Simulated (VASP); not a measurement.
# CuI (F-43m) in VASP: further runs

The runs below take CuI through single point, relaxation of cell and atoms, with PBE+D3(BJ), PBE, BLYP.

All numbers are computed with VASP 6.6.1; they aren't measurements. Logs are shortened: lines on timing, memory, paths and dates and some standing lists are left out, and cuts for length are marked.

## (1) The cell of the first run

The structure is cubic, space group F-43m (No. 216). The conventional cell has a = 5.972 Å, b = 5.972 Å, c = 5.972 Å, α = 90.00°, β = 90.00°, γ = 90.00°. I (site symmetry -43m) has 4 Cu at 2.59 Å within 3.4 Å. Within 3.4 Å of Cu (site symmetry -43m) lie 4 I at 2.59 Å.

## (2) Single point, PBE+D3(BJ)

Input file INCAR:

```
PREC     = Accurate       # precision mode
ENCUT    = 520            # plane-wave cutoff, eV
EDIFF    = 1E-6           # SCF threshold, eV
ISMEAR   = -1             # smearing method
SIGMA    = 0.05           # smearing width, eV
LREAL    = False          # projectors in reciprocal space
LASPH    = True           # aspherical terms in the spheres
NELM     = 100            # most SCF steps
ALGO     = Normal         # electronic algorithm
ISIF     = 2              # what is computed and relaxed
LWAVE    = False          # write WAVECAR
LCHARG   = True           # write CHGCAR
GGA      = PE             # functional
IVDW     = 12             # dispersion correction
LELF     = True           # ELF
LVHAR    = True         
NBANDS   = 16             # bands
```

Input file KPOINTS:

```
Automatic mesh
0
Gamma
  8 8 8
```

Input file POSCAR:

```
CuI
1.0
    0.0000000000      2.9859197076      2.9859197076
    2.9859197076      0.0000000000      2.9859197076
    2.9859197076      2.9859197076      0.0000000000
I Cu
1 1
Direct
    0.0000000000      0.0000000000      0.0000000000
    0.7500000000      0.7500000000      0.7500000000
```

Potentials or basis: VASP PAW PBE potentials, release 64 (I, Cu).

On the command line:

```console
$ cat potpaw_PBE.64/I/POTCAR potpaw_PBE.64/Cu/POTCAR > POTCAR
$ mpirun -np 1 vasp_std > vasp.out
```

OUTCAR:

```text
PREC = Accurate
   ENCUT = 520
   EDIFF = 1E-6
   ISMEAR = -1
   LREAL = False
   LASPH = True
   NELM = 100
   ISIF = 2
   GGA = PE
   IVDW = 12
 IVDW          = 12

 ion  position               nearest neighbor table
   1  0.000  0.000  0.000-   2 2.59   2 2.59   2 2.59   2 2.59
   2  0.750  0.750  0.750-   1 2.59   1 2.59   1 2.59   1 2.59

  LATTYP: Found a face centered cubic cell.
 ALAT       =     5.9718394152

  Lattice vectors:

 A1 = (   0.0000000000,   2.9859197076,   2.9859197076)
 A2 = (   2.9859197076,   0.0000000000,   2.9859197076)
 A3 = (   2.9859197076,   2.9859197076,   0.0000000000)

Analysis of symmetry for initial positions (statically):
=====================================================================
 Subroutine PRICEL returns:
 Original cell was already a primitive cell.

 Routine SETGRP: Setting up the symmetry group for a
 face centered cubic supercell.

 Subroutine GETGRP returns: Found 24 space group operations
 (whereof 24 operations were pure point group operations)
 out of a pool of 48 trial point group operations.

The static configuration has the point symmetry T_d .

Analysis of symmetry for dynamics (positions and initial velocities):
=====================================================================
 Subroutine PRICEL returns:
 Original cell was already a primitive cell.

 Routine SETGRP: Setting up the symmetry group for a
 face centered cubic supercell.

 Subroutine GETGRP returns: Found 24 space group operations
 (whereof 24 operations were pure point group operations)
 out of a pool of 48 trial point group operations.

The dynamic configuration has the point symmetry T_d .

 Subroutine INISYM returns: Found 24 space group operations
 (whereof 24 operations are pure point group operations),
 and found     1 'primitive' translations

----------------------------------------------------------------------------------------

                                     Primitive cell

  volume of cell :      53.2432

  direct lattice vectors                    reciprocal lattice vectors
     0.000000000  2.985919708  2.985919708    -0.167452594  0.167452594  0.167452594
     2.985919708  0.000000000  2.985919708     0.167452594 -0.167452594  0.167452594
     2.985919708  2.985919708  0.000000000     0.167452594  0.167452594 -0.167452594

  length of vectors
     4.222728147  4.222728147  4.222728147     0.290036400  0.290036400  0.290036400

  position of ions in fractional coordinates (direct lattice)
     0.000000000  0.000000000  0.000000000
     0.750000000  0.750000000  0.750000000

  ion indices of the primitive-cell ions
   primitive index   ion index
                 1           1
                 2           2

----------------------------------------------------------------------------------------

 KPOINTS: Automatic mesh

Automatic generation of k-mesh.
 Grid dimensions read from file:
 generate k-points for:    8    8    8

 Generating k-lattice:

  Cartesian coordinates                     Fractional coordinates (reciprocal lattice)
    -0.020931574  0.020931574  0.020931574     0.125000000  0.000000000  0.000000000
     0.020931574 -0.020931574  0.020931574     0.000000000  0.125000000  0.000000000
     0.020931574  0.020931574 -0.020931574     0.000000000  0.000000000  0.125000000

  Length of vectors
     0.036254550  0.036254550  0.036254550

  Shift w.r.t. Gamma in fractional coordinates (k-lattice)
     0.000000000  0.000000000  0.000000000

 Subroutine IBZKPT returns following result:
 ===========================================

 Found     29 irreducible k-points:

 Following reciprocal coordinates:
            Coordinates               Weight
  0.000000  0.000000  0.000000      1.000000
  0.125000  0.000000  0.000000      8.000000
  0.250000  0.000000  0.000000      8.000000
  0.375000  0.000000  0.000000      8.000000
  0.500000  0.000000  0.000000      4.000000
  0.125000  0.125000  0.000000      6.000000
[... 16 lines left out ...]
  0.500000  0.250000  0.125000     48.000000
 -0.375000  0.250000  0.125000     24.000000
 [... further k-points ...]
   k-points           NKPTS =     29   k-points in BZ     NKDIM =     29   number of bands    NBANDS=     16
   number of dos      NEDOS =    301   number of ions     NIONS =      2
   total plane-waves  NPLWV =  32768
   dimension x,y,z NGX =    32 NGY =   32 NGZ =   32
   dimension x,y,z NGXF=    64 NGYF=   64 NGZF=   64
   ions per type =               1   1
   NGX,Y,Z   is equivalent  to a cutoff of  12.60, 12.60, 12.60 a.u.
   NGXF,Y,Z  is equivalent  to a cutoff of  25.20, 25.20, 25.20 a.u.
 SYSTEM =  unknown system
   PREC   = accura    normal or accurate (medium, high low for compatibility)
   ISTART =      0    job   : 0-new  1-cont  2-samecut
   ICHARG =      2    charge: 1-file 2-atom 10-const
   ISPIN  =      1    spin polarized calculation?
   LNONCOLLINEAR =      F non collinear calculations
   LSORBIT =      F    spin-orbit coupling
   LASPH  =      T    aspherical Exc in radial PAW
   ENCUT  =  520.0 eV  38.22 Ry    6.18 a.u.   7.85  7.85  7.85*2*pi/ulx,y,z
   NELM   =    100;   NELMIN=  2; NELMDL= -5     # of ELM steps
   EDIFF  = 0.1E-05   stopping-criterion for ELM
   LREAL  =      F    real-space projection
   EDIFFG = 0.1E-04   stopping-criterion for IOM
   NSW    =      0    number of steps for IOM
   IBRION =     -1    ionic relax: 0-MD 1-quasi-New 2-CG
   NFREE  =      0    steps in history (QN), initial steepest desc. (CG)
   ISIF   =      2    stress and relaxation
   ISYM   =      2    0-nonsym 1-usesym 2-fastsym
   POTIM  = 0.5000    time-step for ionic-motion
   TEBEG  =    0.0;   TEEND  =   0.0 temperature during run
   PSTRESS=    0.0 pullay stress
   NELECT =      18.0000    total number of electrons
   NUPDOWN=      -1.0000    fix difference up-down
   EMIN   =  10.00;   EMAX   =-10.00  energy-range for DOS
   EFERMI =   0.00;   METHOD = LEGACY
   ISMEAR =    -1;   SIGMA  =   0.05  broadening in eV -4-tet -1-fermi 0-gaus
   EFERMI_NEDOS =   21; number of points for ismear=-14 and -15
   IALGO  =     38    algorithm
   IMIX   =      4    mixing-type and parameters
     AMIX     =   0.40;   BMIX     =  1.00
     AMIX_MAG =   1.60;   BMIX_MAG =  1.00
  volume/ion in A,a.u.               =      26.62       179.65
  Fermi-wavevector in a.u.,A,eV,Ry     =   1.140453  2.155144 17.696199  1.300634
  Thomas-Fermi vector in A             =   2.277155
   LORBIT       =      0    0 simple, 1 ext, 2 COOP (PROOUT), +10 PAW based schemes
   GGA     = PE    functional components
   LHFCALC =     F    Hartree Fock is set to
   AEXX    =    0.0000 exact exchange contribution
   IVDW    =    12    specifies the selected vdW correction
   LEPSILON=     F    determine dielectric tensor
   LRPA    =     F    only Hartree local field effects (RPA)
 non-spin polarized calculation
  energy-cutoff  :      520.00
  volume of cell :       53.24
 maximum number of plane-waves:      1459
   NGX = 15   NGY = 15   NGZ = 15

 number of electron      18.0000003 magnetization

 Free energy of the ion-electron system (eV)
  ---------------------------------------------------
  ext. energy  EPLUGINS =         0.00000000
  ---------------------------------------------------
  free energy    TOTEN  =        -5.54071914 eV

  energy without entropy =       -5.54071910  energy(sigma->0) =       -5.54071912

 E-fermi :   5.6050     XC(G=0):  -9.1493

 val. band max:        4.9329328373   @ k =   0.0000   0.0000   0.0000
 cond. band min:       6.2016381176   @ k =   0.0000   0.0000   0.0000
 fundamental gap:      1.2687052803
 Fermi energy:         5.6050037162

 k-point     1 :       0.0000    0.0000    0.0000
  band No.  band energies     occupation
      1      -9.3229      2.00000
      2       1.0836      2.00000
      3       1.0836      2.00000
      4       1.0836      2.00000
      5       2.8876      2.00000
      6       2.8876      2.00000
[... 8 lines left out ...]
     15      14.5927      0.00000
     16      14.5927      0.00000

 k-point     2 :       0.1250    0.0000    0.0000
  band No.  band energies     occupation
      1      -9.2424      2.00000
      2       0.7866      2.00000
      3       1.0912      2.00000
      4       1.0912      2.00000
      5       2.8807      2.00000
      6       2.8807      2.00000
[... 8 lines left out ...]
     15      13.8913      0.00000
     16      13.9376      0.00000

 k-point     3 :       0.2500    0.0000    0.0000
  band No.  band energies     occupation
      1      -9.0350      2.00000
      2       0.0675      2.00000
      3       1.1062      2.00000
      4       1.1062      2.00000
      5       2.8772      2.00000
      6       2.8772      2.00000
[... 8 lines left out ...]
     15      13.6875      0.00000
     16      13.8665      0.00000

 k-point     4 :       0.3750    0.0000    0.0000
  band No.  band energies     occupation
      1      -8.8055      2.00000
      2      -0.6415      2.00000
      3       1.1156      2.00000
      4       1.1156      2.00000
      5       2.8984      2.00000
      6       2.8984      2.00000
[... 8 lines left out ...]
     15      14.6479      0.00000
     16      14.6479      0.00000

 k-point     5 :       0.5000    0.0000    0.0000
  band No.  band energies     occupation
      1      -8.7024      2.00000
      2      -0.9323      2.00000
      3       1.1176      2.00000
      4       1.1176      2.00000
      5       2.9173      2.00000
      6       2.9173      2.00000
[... 8 lines left out ...]
     15      15.9347      0.00000
     16      15.9347      0.00000

 k-point     6 :       0.1250    0.1250    0.0000
  band No.  band energies     occupation
      1      -9.2155      2.00000
      2       0.7497      2.00000
      3       1.0696      2.00000
      4       1.0696      2.00000
      5       2.8529      2.00000
      6       2.9012      2.00000
[... 8 lines left out ...]
     15      14.3851      0.00000
     16      14.7492      0.00000
[... 267 lines left out ...]
 k-point    21 :       0.5000    0.5000    0.0000
  band No.  band energies     occupation
      1      -8.4907      2.00000
      2      -0.9108      2.00000
      3       0.9998      2.00000
      4       0.9998      2.00000
      5       2.8535      2.00000
      6       2.9543      2.00000
[... 8 lines left out ...]
     15      16.3209      0.00000
     16      17.1295      0.00000

 k-point    22 :       0.3750    0.2500    0.1250
  band No.  band energies     occupation
      1      -8.8735      2.00000
      2      -0.1384      2.00000
      3       0.8702      2.00000
      4       1.0958      2.00000
      5       2.8112      2.00000
      6       2.9272      2.00000
[... 8 lines left out ...]
     15      15.3284      0.00000
     16      16.3914      0.00000

 k-point    23 :       0.5000    0.2500    0.1250
  band No.  band energies     occupation
      1      -8.6822      2.00000
      2      -0.4974      2.00000
      3       0.6366      2.00000
      4       1.0853      2.00000
      5       2.8364      2.00000
      6       2.9035      2.00000
[... 8 lines left out ...]
     15      15.7052      0.00000
     16      16.5268      0.00000

 k-point    24 :      -0.3750    0.2500    0.1250
  band No.  band energies     occupation
      1      -8.5977      2.00000
      2      -0.6528      2.00000
      3       0.5343      2.00000
      4       1.0735      2.00000
      5       2.8171      2.00000
      6       2.8990      2.00000
[... 8 lines left out ...]
     15      15.7792      0.00000
     16      16.3923      0.00000

 [... further k-points ...]

------------------------ aborting loop because EDIFF is reached ----------------------------------------

 Edisp (eV)   -0.72030

 E8    (eV) :    -0.3164

  FORCE on cell =-STRESS in cart. coord.  units (eV):
  Direction    XX          YY          ZZ          XY          YZ          ZX
  --------------------------------------------------------------------------------------
  -------------------------------------------------------------------------------------
  Total      -0.01670    -0.01670    -0.01670     0.00000    -0.00000     0.00000
  in kB      -0.50241    -0.50241    -0.50241     0.00000    -0.00000     0.00000
  external pressure =       -0.50 kB  Pullay stress =        0.00 kB

 VOLUME and BASIS-vectors are now :
 -----------------------------------------------------------------------------
  energy-cutoff  :      520.00
  volume of cell :       53.24
      direct lattice vectors                 reciprocal lattice vectors
     0.000000000  2.985919708  2.985919708    -0.167452594  0.167452594  0.167452594
     2.985919708  0.000000000  2.985919708     0.167452594 -0.167452594  0.167452594
     2.985919708  2.985919708  0.000000000     0.167452594  0.167452594 -0.167452594

 POSITION                                       TOTAL-FORCE (eV/Angst)
 -----------------------------------------------------------------------------------
      0.00000      0.00000      0.00000        -0.000000     -0.000000     -0.000000
      4.47888      4.47888      4.47888         0.000000      0.000000      0.000000
 -----------------------------------------------------------------------------------
    total drift:                               -0.000001     -0.000001     -0.000001

  FREE ENERGIE OF THE ION-ELECTRON SYSTEM (eV)
  ---------------------------------------------------
  free  energy   TOTEN  =        -6.2610177549 eV

  energy  without entropy=       -6.2610177185  energy(sigma->0) =       -6.26101774
```

Wall time 10 s (1 thread of Intel Xeon 6975P-C (Granite Rapids), shared host); peak memory 0.19 GiB.

What came out:

```yaml
Free_energy: -6.2610 eV
Pressure: -0.1 GPa
Band_gap_on_the_k_mesh: 1.27 eV
Dispersion_energy_per_atom: -0.360 eV
```

Levels at points of the mesh, in eV from the valence-band top:
```
           k point  band 5  band 6  band 7  band 8  band 9  band 10  band 11  band 12  band 13  band 14
(0.00, 0.00, 0.00)   -2.05   -2.05    0.00    0.00    0.00     1.27     4.82     4.82     4.82     8.24
(0.50, 0.00, 0.00)   -2.02   -2.02   -1.97   -0.78   -0.78     2.20     5.37     5.37     7.47     9.31
(0.50, 0.50, 0.00)   -2.08   -1.98   -1.95   -1.66   -1.66     2.62     2.88     9.51     9.99     9.99
```

Caveat: spin-orbit coupling is left out, which moves the levels of the heavy elements. Expect the measured gap to be larger: semilocal functionals such as PBE lack the derivative discontinuity.

## (3) Single point, PBE

This run uses another cell than the first one, of 27.86 Å³/atom.

Input file INCAR:

```
ALGO = Normal
EDIFF = 1E-7
ENCUT = 520
GGA = PE
ISIF = 2
ISMEAR = 0
LASPH = True
LCHARG = True
LELF = True
LREAL = False
LVHAR = True
LWAVE = False
NBANDS = 16
NELM = 60
PREC = Accurate
SIGMA = 0.012
```

Input file KPOINTS:

```
k-points
0
Gamma
  8 8 8
```

Input file POSCAR:

```
CuI
1.0
    0.0000000000      3.0315000000      3.0315000000
    3.0315000000      0.0000000000      3.0315000000
    3.0315000000      3.0315000000      0.0000000000
I Cu
1 1
Direct
    0.0000000000      0.0000000000      0.0000000000
    0.7500000000      0.7500000000      0.7500000000
```

Potentials or basis: VASP PAW PBE potentials, release 64 (I, Cu).

On the command line:

```console
$ cat potpaw_PBE.64/I/POTCAR potpaw_PBE.64/Cu/POTCAR > POTCAR
$ mpirun -np 1 vasp_std > vasp.out
```

Run time: 11 s. Hardware: 1 thread of Intel Xeon 6975P-C (Granite Rapids), shared host; peak memory 0.18 GiB.

Results (log left out):

- Free energy: -5.5620 eV
- Pressure: 0.3 GPa
- Band gap on the k mesh: 1.14 eV

Levels at points of the mesh, in eV from the valence-band top:
```tsv
k point	band 6	band 7	band 8	band 9	band 10	band 11	band 12	band 13
(0.00, 0.00, 0.00)	-1.85	0.00	0.00	0.00	1.14	4.87	4.87	4.87
(0.50, 0.00, 0.00)	-1.82	-1.78	-0.71	-0.71	2.16	5.41	5.41	7.40
(0.50, 0.50, 0.00)	-1.79	-1.76	-1.50	-1.50	2.72	2.91	9.19	9.76
```

Caveat: spin-orbit coupling is left out, which moves the levels of the heavy elements. A hybrid or GW would open this gap; PBE tends to underestimate it.

(Continued in part 2 of 2.)
